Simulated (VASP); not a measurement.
Write the native input for VASP 6.6.1 that does the following.

| Quantity | Value |
| --- | --- |
| Task | single point |
| Functional | PBE |
| Potentials or basis | VASP PAW PBE potentials, release 64 (Sn_d, Se) |
| Cutoff | 520 eV |
| k mesh | 5 × 5 × 5 |
| Occupations | fermi-dirac, width 0.1 eV |
| Spin | no spin polarisation |
| Dipole correction | no |
| Further INCAR settings | ALGO = Normal; EDIFF = 1e-07; NBANDS = 32 |

The structure of Sn3Se lies in POSCAR:

```
Sn3Se
1.0
    4.7418790000      0.0000000000      0.0000000000
    0.0000000000      4.7418790000      0.0000000000
    0.0000000000      0.0000000000      4.7418790000
Sn Se
3 1
Direct
    0.5000000000      0.5000000000      0.0000000000
    0.5000000000      0.0000000000      0.5000000000
    0.0000000000      0.5000000000      0.5000000000
    0.0000000000      0.0000000000      0.0000000000
```

The input as run:

INCAR

```
PREC = Accurate
ENCUT = 520
EDIFF = 1E-7
ISMEAR = -1
SIGMA = 0.1
LREAL = F
LASPH = T
NELM = 100
ALGO = Normal
ISIF = 2
LWAVE = F
LCHARG = F
GGA = PE
NBANDS = 32
```

KPOINTS

```
Automatic mesh
0
Gamma
  5 5 5
```

Potentials or basis: VASP PAW PBE potentials, release 64 (Sn_d, Se).

Command:

```sh
$ cat potpaw_PBE.64/Sn_d/POTCAR potpaw_PBE.64/Se/POTCAR > POTCAR
$ mpirun -np 1 vasp_std > vasp.out
```

It gave:

```json
{
  "Pressure": "0.5 GPa",
  "Band gap on the k mesh": "zero (band 24 reaches 8.33 eV, above the bottom of band 25 at 6.82 eV)"
}
```

Caveat: spin-orbit coupling is left out, which moves the levels of the heavy elements.

Run time: 70 s on 1 thread of AMD EPYC 7R13 (shared host), peak memory 0.17 GiB.
